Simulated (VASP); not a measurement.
Crystal: Si.

```
Si
1.0
     2.76768    1.59792    3.52525
    -2.76768    1.59792    3.52525
     0.00000   -3.19584    3.52525
Si
6
Direct
  0.13371 0.13371 0.54689
  0.54689 0.13371 0.13371
  0.13371 0.54689 0.13371
  0.45311 0.86629 0.86629
  0.86629 0.86629 0.45311
  0.86629 0.45311 0.86629
```

```yaml
Program: VASP 6.6.1
Task: relaxation of cell and atoms
Functional: PBE
Potentials_or_basis: VASP PAW PBE potentials, release 64 (Si)
Cutoff: 600 eV
k_mesh: 6 × 6 × 6
Occupations: gaussian, width 0.1 eV
Spin: no spin polarisation
```

At the start: pressure 27.0 GPa; volume 15.59 Å³/atom.

Question: How do energy, volume and symmetry change on relaxing?

Answer: Over 12 steps the energy falls by 336.6 meV/atom and the volume is 19.41 Å³/atom (+24.5 %); space group R-3m (No. 166, to 0.05 Å).

The path:
```tsv
step	energy change (eV)	largest force (eV/Å)	pressure (GPa)	volume (Å³)
1	0.0000	1.4141	26.97	93.54
2	-1.2207	0.7819	-7.72	133.63
3	-1.7655	0.3561	0.16	115.93
4	-1.7649	0.3735	-0.16	116.41
5	-1.8230	0.2959	-0.37	116.97
6	-1.9704	0.0384	-1.20	118.55
7	-1.8000	0.7108	-3.33	121.13
8	-1.9910	0.1969	-1.67	119.24
9	-2.0145	0.1198	-0.01	116.70
10	-2.0156	0.1228	-0.31	117.13
11	-2.0192	0.0662	-0.02	116.72
12	-2.0198	0.0366	0.17	116.46
```

Final structure:
```
Si
1.0
     3.12340    1.80330    3.44620
    -3.12340    1.80330    3.44620
     0.00000   -3.60659    3.44620
Si
6
Cartesian
  0.0000 -1.4986 2.8628
  1.2979 0.7493 2.8628
  -1.2979 0.7493 2.8628
  -1.2979 -0.7493 7.4758
  0.0000 1.4986 7.4758
  1.2979 -0.7493 7.4758
```

Caveat: the volume moved by over 15 % at a fixed basis, so the end points are rough.
